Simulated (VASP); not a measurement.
Ni:

```
Ni
1.0
    -1.35547    1.35547    1.35547
     1.35547   -1.35547    1.35547
     1.35547    1.35547   -1.35547
Ni
1
Direct
  0.00000 0.00000 0.00000
```

Base run:

| Item | Value |
| --- | --- |
| Program | VASP 6.6.1 |
| Functional | r2SCAN |
| Potentials or basis | VASP PAW PBE potentials, release 64 (Ni) |
| Cutoff | 520 eV |
| k mesh | 13 × 13 × 13 |
| Occupations | fermi-dirac, width 0.05 eV |
| Spin | collinear spin, ferromagnetic start |
| Starting moments | [1.0] μB |

Its results: pressure 15.5 GPa; net moment 0.63 μB per cell; site moments Ni +0.64 μB.

The run is repeated on the same cell with these changes: functional from r2SCAN to PBE. What comes out?

Pressure 23.4 GPa; net moment 0.50 μB per cell; site moments Ni +0.50 μB.

Caveats: the PAW data sets were made with another functional, which shifts forces and pressure a little (some runs).
